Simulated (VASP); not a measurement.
# TaN (NiAs type) (P6_3/mmc) in VASP: notebook

TaN (NiAs type) is run at these levels: PBE; tasks: relaxation of shape and atoms at fixed volume.

All numbers are computed with VASP 6.6.1; they aren't measurements. Logs are shortened: lines on timing, memory, paths and dates and some standing lists are left out, and cuts for length are marked.

**1. The cell of the first run**

It takes space group P6_3/mmc (No. 194, hexagonal). The conventional cell has a = 2.708 Å, b = 2.708 Å, c = 5.492 Å, α = 90.00°, β = 90.00°, γ = 120.00°. Ta (site symmetry -3m) has 6 N at 2.08 Å and 8 Ta at 2.71 to 2.75 Å within 2.8 Å. Within 2.8 Å of N (site symmetry -6m2) lie 6 Ta at 2.08 Å and 6 N at 2.71 Å.

**2. Relaxation of shape and atoms at fixed volume, PBE**

Contents of INCAR:

```
ALGO = Normal ; EDIFF = 1E-7
EDIFFG = -0.005 ; ENCUT = 600
GGA = PE ; IBRION = 2
ISIF = 4 ; ISMEAR = -1
LASPH = T ; LCHARG = F
LREAL = F ; LWAVE = F
NELM = 100 ; NSW = 50
PREC = Accurate ; SIGMA = 0.08
```

Contents of KPOINTS:

```
k-points
0
Gamma
  11 11 6
```

Contents of POSCAR:

```
TaN
1.0
    2.7082096245      0.0000000000      0.0000000000
   -1.3541048123      2.3453783336      0.0000000000
    0.0000000000      0.0000000000      5.4915334216
Ta N
2 2
Direct
    0.0000000000      0.0000000000      0.0000000000
    0.0000000000      0.0000000000      0.5000000000
    0.3333333333      0.6666666667      0.2500000000
    0.6666666667      0.3333333333      0.7500000000
```

Potentials or basis: VASP PAW PBE potentials, release 64 (Ta_pv, N).

On the command line:

```sh
> cat potpaw_PBE.64/Ta_pv/POTCAR potpaw_PBE.64/N/POTCAR > POTCAR
> mpirun -np 1 vasp_std > vasp.out
```

OUTCAR:

```text
EDIFF = 1E-7
   EDIFFG = -0.005
   ENCUT = 600
   GGA = PE
   IBRION = 2
   ISIF = 4
   ISMEAR = -1
   LASPH = T
   LREAL = F
   NELM = 100
   NSW = 50
   PREC = Accurate

 ion  position               nearest neighbor table
   1  0.000  0.000  0.000-   3 2.08   4 2.08   4 2.08   3 2.08   4 2.08   3 2.08   2 2.75   2 2.75

   2  0.000  0.000  0.500-   3 2.08   4 2.08   4 2.08   3 2.08   4 2.08   3 2.08   1 2.75   1 2.75

   3  0.333  0.667  0.250-   1 2.08   2 2.08   1 2.08   2 2.08   1 2.08   2 2.08
   4  0.667  0.333  0.750-   1 2.08   2 2.08   1 2.08   2 2.08   1 2.08   2 2.08

  LATTYP: Found a hexagonal cell.
 ALAT       =     2.7082096245
 C/A-ratio  =     2.0277357306

  Lattice vectors:

 A1 = (   2.7082096245,   0.0000000000,   0.0000000000)
 A2 = (  -1.3541048123,   2.3453783336,   0.0000000000)
 A3 = (   0.0000000000,   0.0000000000,   5.4915334216)

Analysis of symmetry for initial positions (statically):
=====================================================================
 Subroutine PRICEL returns:
 Original cell was already a primitive cell.

 Routine SETGRP: Setting up the symmetry group for a
 hexagonal supercell.

 Subroutine GETGRP returns: Found 24 space group operations
 (whereof 12 operations were pure point group operations)
 out of a pool of 24 trial point group operations.

The static configuration has the point symmetry D_3d.
 The point group associated with its full space group is D_6h.

Analysis of symmetry for dynamics (positions and initial velocities):
=====================================================================
 Subroutine PRICEL returns:
 Original cell was already a primitive cell.

 Routine SETGRP: Setting up the symmetry group for a
 hexagonal supercell.

 Subroutine GETGRP returns: Found 24 space group operations
 (whereof 12 operations were pure point group operations)
 out of a pool of 24 trial point group operations.

The dynamic configuration has the point symmetry D_3d.
 The point group associated with its full space group is D_6h.

 Subroutine INISYM returns: Found 24 space group operations
 (whereof 12 operations are pure point group operations),
 and found     1 'primitive' translations

----------------------------------------------------------------------------------------

                                     Primitive cell

  volume of cell :      34.8810

  direct lattice vectors                    reciprocal lattice vectors
     2.708209624  0.000000000  0.000000000     0.369247635  0.213185222  0.000000000
    -1.354104812  2.345378334  0.000000000     0.000000000  0.426370443  0.000000000
     0.000000000  0.000000000  5.491533422     0.000000000  0.000000000  0.182098500

  length of vectors
     2.708209624  2.708209625  5.491533422     0.426370443  0.426370443  0.182098500

  position of ions in fractional coordinates (direct lattice)
     0.000000000  0.000000000  0.000000000
     0.000000000  0.000000000  0.500000000
     0.333333333  0.666666667  0.250000000
     0.666666667  0.333333333  0.750000000

  ion indices of the primitive-cell ions
   primitive index   ion index
                 1           1
                 2           2
                 3           3
                 4           4

----------------------------------------------------------------------------------------

 KPOINTS: k-points

Automatic generation of k-mesh.
 Grid dimensions read from file:
 generate k-points for:   11   11    6

 Generating k-lattice:

  Cartesian coordinates                     Fractional coordinates (reciprocal lattice)
     0.033567967  0.019380475  0.000000000     0.090909091  0.000000000  0.000000000
     0.000000000  0.038760949  0.000000000     0.000000000  0.090909091  0.000000000
     0.000000000  0.000000000  0.030349750     0.000000000  0.000000000  0.166666667

  Length of vectors
     0.038760949  0.038760949  0.030349750

  Shift w.r.t. Gamma in fractional coordinates (k-lattice)
     0.000000000  0.000000000  0.000000000

 Subroutine IBZKPT returns following result:
 ===========================================

 Found     64 irreducible k-points:

 Following reciprocal coordinates:
            Coordinates               Weight
  0.000000  0.000000  0.000000      1.000000
  0.090909  0.000000  0.000000      6.000000
  0.181818 -0.000000  0.000000      6.000000
  0.272727  0.000000  0.000000      6.000000
  0.363636  0.000000  0.000000      6.000000
  0.454545  0.000000  0.000000      6.000000
[... 16 lines left out ...]
  0.090909  0.090909  0.166667     12.000000
  0.181818  0.090909  0.166667     24.000000
 [... further k-points ...]
   k-points           NKPTS =     64   k-points in BZ     NKDIM =     64   number of bands    NBANDS=     20
   number of dos      NEDOS =    301   number of ions     NIONS =      4
   total plane-waves  NPLWV =  27648
   dimension x,y,z NGX =    24 NGY =   24 NGZ =   48
   dimension x,y,z NGXF=    48 NGYF=   48 NGZF=   96
   ions per type =               2   2
   NGX,Y,Z   is equivalent  to a cutoff of  14.73, 14.73, 14.53 a.u.
   NGXF,Y,Z  is equivalent  to a cutoff of  29.47, 29.47, 29.06 a.u.
 SYSTEM =  unknown system
   PREC   = accura    normal or accurate (medium, high low for compatibility)
   ISTART =      0    job   : 0-new  1-cont  2-samecut
   ICHARG =      2    charge: 1-file 2-atom 10-const
   ISPIN  =      1    spin polarized calculation?
   LNONCOLLINEAR =      F non collinear calculations
   LSORBIT =      F    spin-orbit coupling
   LASPH  =      T    aspherical Exc in radial PAW
   ENCUT  =  600.0 eV  44.10 Ry    6.64 a.u.   5.41  5.41 10.97*2*pi/ulx,y,z
   NELM   =    100;   NELMIN=  2; NELMDL= -5     # of ELM steps
   EDIFF  = 0.1E-06   stopping-criterion for ELM
   LREAL  =      F    real-space projection
   EDIFFG = -.5E-02   stopping-criterion for IOM
   NSW    =     50    number of steps for IOM
   IBRION =      2    ionic relax: 0-MD 1-quasi-New 2-CG
   NFREE  =      1    steps in history (QN), initial steepest desc. (CG)
   ISIF   =      4    stress and relaxation
   ISYM   =      2    0-nonsym 1-usesym 2-fastsym
   POTIM  = 0.5000    time-step for ionic-motion
   TEBEG  =    0.0;   TEEND  =   0.0 temperature during run
   PSTRESS=    0.0 pullay stress
   NELECT =      32.0000    total number of electrons
   NUPDOWN=      -1.0000    fix difference up-down
   EMIN   =  10.00;   EMAX   =-10.00  energy-range for DOS
   EFERMI =   0.00;   METHOD = LEGACY
   ISMEAR =    -1;   SIGMA  =   0.08  broadening in eV -4-tet -1-fermi 0-gaus
   EFERMI_NEDOS =   21; number of points for ismear=-14 and -15
   IALGO  =     38    algorithm
   IMIX   =      4    mixing-type and parameters
     AMIX     =   0.40;   BMIX     =  1.00
     AMIX_MAG =   1.60;   BMIX_MAG =  1.00
  volume/ion in A,a.u.               =       8.72        58.85
  Fermi-wavevector in a.u.,A,eV,Ry     =   1.590725  3.006035 34.428282  2.530407
  Thomas-Fermi vector in A             =   2.689376
   LORBIT       =      0    0 simple, 1 ext, 2 COOP (PROOUT), +10 PAW based schemes
   GGA     = PE    functional components
   LHFCALC =     F    Hartree Fock is set to
   AEXX    =    0.0000 exact exchange contribution
   IVDW    =     0    specifies the selected vdW correction
   LEPSILON=     F    determine dielectric tensor
   LRPA    =     F    only Hartree local field effects (RPA)
 conjugate gradient relaxation of ions
 non-spin polarized calculation
  energy-cutoff  :      600.00
  volume of cell :       34.88
 maximum number of plane-waves:      1221
 NGX is ok and might be reduce to    24
   NGX = 11   NGY = 11   NGZ = 21

--------------------------------------- Ionic step        1  -------------------------------------------

 number of electron      32.0000001 magnetization

 Free energy of the ion-electron system (eV)
  ---------------------------------------------------
  ext. energy  EPLUGINS =         0.00000000
  ---------------------------------------------------
  free energy    TOTEN  =       -41.30508528 eV

  energy without entropy =      -41.28369608  energy(sigma->0) =      -41.29439068

------------------------ aborting loop because EDIFF is reached ----------------------------------------

  FORCE on cell =-STRESS in cart. coord.  units (eV):
  Direction    XX          YY          ZZ          XY          YZ          ZX
  --------------------------------------------------------------------------------------
  -------------------------------------------------------------------------------------
  Total       24.9208095     24.9208095     29.1183341     -0.0000000      0.0000000      0.0000000
  in kB     1144.6795157   1144.6795157   1337.4830609     -0.0000000      0.0000000      0.0000000
  external PRESSURE =    1208.9473641 kB  Pullay stress =       0.0000000 kB
[... 61 lines left out ...]
  energy  without entropy=      -41.2540160298  energy(sigma->0) =      -41.26289125

--------------------------------------- Ionic step        3  -------------------------------------------

 number of electron      32.0000004 magnetization

 Free energy of the ion-electron system (eV)
  ---------------------------------------------------
  ext. energy  EPLUGINS =         0.00000000
  ---------------------------------------------------
  free energy    TOTEN  =       -41.33408686 eV

  energy without entropy =      -41.31484080  energy(sigma->0) =      -41.32446383

 E-fermi :  10.5838     XC(G=0): -14.5558

 val. band max:       10.5546251740   @ k =   0.0909   0.0000   0.1667
 cond. band min:      10.6235502350   @ k =   0.0909   0.0000   0.0000
 fundamental gap:      0.0689250610
 Fermi energy:        10.5838387664

 k-point     1 :       0.0000    0.0000    0.0000
  band No.  band energies     occupation
      1     -25.3166      2.00000
      2     -23.8134      2.00000
      3     -23.1944      2.00000
      4     -23.1944      2.00000
      5     -23.0743      2.00000
      6     -23.0743      2.00000
[... 12 lines left out ...]
     19      11.3827      0.00009
[... 513 lines left out ...]
      4     -23.7333      2.00000
      5     -23.4881      2.00000
      6     -23.3633      2.00000
[... 12 lines left out ...]
     19      13.7867      0.00000
     20      14.3217      0.00000

 [... further k-points ...]

------------------------ aborting loop because EDIFF is reached ----------------------------------------

  FORCE on cell =-STRESS in cart. coord.  units (eV):
  Direction    XX          YY          ZZ          XY          YZ          ZX
  --------------------------------------------------------------------------------------
  -------------------------------------------------------------------------------------
  Total       25.9931619     25.9931619     25.9703929     -0.0000000     -0.0000000      0.0000000
  in kB     1193.9355323   1193.9355323   1192.8896887     -0.0000000     -0.0000000      0.0000000
  external PRESSURE =    1193.5869178 kB  Pullay stress =       0.0000000 kB
[... 19 lines left out ...]
  FREE ENERGIE OF THE ION-ELECTRON SYSTEM (eV)
  ---------------------------------------------------
  free  energy   TOTEN  =       -41.3340868649 eV

  energy  without entropy=      -41.3148408037  energy(sigma->0) =      -41.32446383

 reached required accuracy - stopping structural energy minimisation
```

It took 2.2 min on 1 thread of Intel Xeon Platinum 8488C (Sapphire Rapids), shared host; peak memory 0.21 GiB.

What came out:

```
Free energy               : -41.3341 eV
Energy gained by relaxing : 7.3 meV/atom
Ionic steps               : 3
Pressure after relaxing   : 119.4 GPa
Band gap on the k mesh    : zero (bands 16 and 17 overlap by 1.27 eV)
```

The path:
| step | energy change (eV) | largest force (eV/Å) | pressure (GPa) | volume (Å³) |
| --- | --- | --- | --- | --- |
| 1 | 0.0000 | 0.0000 | 120.89 | 34.88 |
| 2 | 0.0333 | 0.0000 | 117.52 | 34.88 |
| 3 | -0.0290 | 0.0000 | 119.36 | 34.88 |

Final structure:
```cif
data_structure
_symmetry_space_group_name_H-M 'P 1'
_symmetry_Int_Tables_number 1
_cell_length_a 2.6896
_cell_length_b 2.6896
_cell_length_c 5.5678
_cell_angle_alpha 90.000
_cell_angle_beta 90.000
_cell_angle_gamma 120.000
_cell_volume 34.88
loop_
_atom_site_label
_atom_site_type_symbol
_atom_site_fract_x
_atom_site_fract_y
_atom_site_fract_z
_atom_site_occupancy
Ta1 Ta 0.00000 0.00000 0.00000 1
Ta2 Ta 0.00000 0.00000 0.50000 1
N1 N 0.33333 0.66667 0.25000 1
N2 N 0.66667 0.33333 0.75000 1
```

Levels at points of the mesh, in eV from the Fermi level:
```
           k point  band 14  band 15  band 16  band 17  band 18  band 19
(0.00, 0.00, 0.00)    -2.12    -2.12    -0.37    -0.37     0.80     0.80
(0.00, 0.00, 0.50)    -4.51    -1.03    -1.03     1.32     1.32     1.32
```

Caveat: spin-orbit coupling is left out, which moves the levels of the heavy elements.

**3. Relaxation of shape and atoms at fixed volume, PBE**

This run uses another cell than the first one, of 9.59 Å³/atom.

Contents of INCAR:

```
PREC = Accurate ; ENCUT = 600
EDIFF = 1E-7 ; ISMEAR = -1
SIGMA = 0.08 ; LREAL = F
LASPH = T ; NELM = 100
ALGO = Normal ; ISIF = 4
LWAVE = F ; LCHARG = F
GGA = PE ; IBRION = 2
NSW = 50 ; EDIFFG = -0.005
```

Contents of KPOINTS:

```
Automatic mesh
0
Gamma
  11 11 6
```

Contents of POSCAR:

```
TaN
1.0
    2.7956309439      0.0000000000      0.0000000000
   -1.3978154720      2.4210874170      0.0000000000
    0.0000000000      0.0000000000      5.6688007545
Ta N
2 2
Direct
    0.0000000000      0.0000000000      0.0000000000
    0.0000000000      0.0000000000      0.5000000000
    0.3333333333      0.6666666667      0.2500000000
    0.6666666667      0.3333333333      0.7500000000
```

Potentials or basis: VASP PAW PBE potentials, release 64 (Ta_pv, N).

On the command line:

```sh
> cat potpaw_PBE.64/Ta_pv/POTCAR potpaw_PBE.64/N/POTCAR > POTCAR
> mpirun -np 1 vasp_std > vasp.out
```

It took 2.5 min on 1 thread of Intel Xeon Platinum 8488C (Sapphire Rapids), shared host; peak memory 0.21 GiB.

The run converged. Its results:

* Free energy: -43.1989 eV
* Energy gained by relaxing: 1.9 meV/atom
* Ionic steps: 3
* Pressure after relaxing: 56.1 GPa
* Band gap on the k mesh: zero (bands 16 and 17 overlap by 1.22 eV)

Step by step:
```
step  energy change (eV)  largest force (eV/Å)  pressure (GPa)  volume (Å³)
   1              0.0000                0.0000           56.67        38.37
   2              0.0045                0.0000           55.47        38.37
   3             -0.0076                0.0000           56.10        38.37
```

Final structure:
```
Ta N
1.0
     2.78538    0.00000    0.00000
    -1.39269    2.41221    0.00000
     0.00000    0.00000    5.71060
Ta N
2 2
Direct
  0.00000 0.00000 0.00000
  0.00000 0.00000 0.50000
  0.33333 0.66667 0.25000
  0.66667 0.33333 0.75000
```

Levels at points of the mesh, in eV from the Fermi level:
```
           k point  band 13  band 14  band 15  band 16  band 17  band 18  band 19  band 20
(0.00, 0.00, 0.00)    -3.72    -2.09    -2.09    -0.31    -0.31     0.68     0.68     2.54
(0.00, 0.00, 0.50)    -4.24    -4.24    -0.86    -0.86     1.16     1.16     1.16     1.16
```

Caveat: spin-orbit coupling is left out, which moves the levels of the heavy elements.
